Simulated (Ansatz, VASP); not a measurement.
# Pd: VASP beside Ansatz

File INCAR:

```
SYSTEM = Pd
PREC = Accurate
ENCUT = 500
EDIFF = 1E-6
ISMEAR = -1
SIGMA = 0.1
LREAL = .False.
LASPH = .True.
NELM = 120
ALGO = Normal
ISIF = 2
LWAVE = .False.
LCHARG = .False.
NBANDS = 11
GGA_COMPAT = .False.
```

KPOINTS

```
Automatic mesh
0
Gamma
  11 11 11
  0 0 0
```

File POSCAR:

```
Pd
1.0
    0.0000000000      1.9405000000      1.9405000000
    1.9405000000      0.0000000000      1.9405000000
    1.9405000000      1.9405000000      0.0000000000
Pd
1
Direct
    0.0000000000      0.0000000000      0.0000000000
```

Input for Ansatz:

```yaml
crystal:
  lattice:
    - [0.0, 1.9405, 1.9405]
    - [1.9405, 0.0, 1.9405]
    - [1.9405, 1.9405, 0.0]
  atoms:
    - { symbol: Pd, position: [0.0, 0.0, 0.0] }
hamiltonian:
  xc: lda
  pseudopotentials: { kind: paw }
basis:
  ecutwfc: 420
kpoints:
  mp_grid: { grid: [11, 11, 11] }
scf:
  occupations: { method: fermi_dirac, width: 0.1 }
  lower_state_search: "off"
  algorithm: density_mixing
  max_iter: 100
  mixing: { algorithm: anderson, beta: 0.5, globalisation: backtrack }
output:
  forces: true
  stress: true
```

Alike in both runs: task single point; functional LDA; k mesh 11 × 11 × 11; occupations fermi-dirac, width 0.1 eV; no spin polarisation.

|  | VASP | Ansatz |
| --- | --- | --- |
| version | VASP 6.6.1 | Ansatz 0.2.0 |
| potentials or method | VASP PAW LDA potentials, release 64 (Pd), cutoff 500 eV | PAW, plane waves, scalar-relativistic |
| valence electrons in the cell | 10 | 18 |

VASP gave:

```
pressure (GPa) : -5.7
```

Task: Estimate Ansatz's values.

Result: Pressure (GPa): -6.0.

LDA's correlation is that of Perdew and Zunger in VASP and of Perdew and Wang (1992) in Ansatz. VASP's potentials hold 10 valence electrons a cell and Ansatz's 18, so a difference there can come from the potentials and not from the codes.
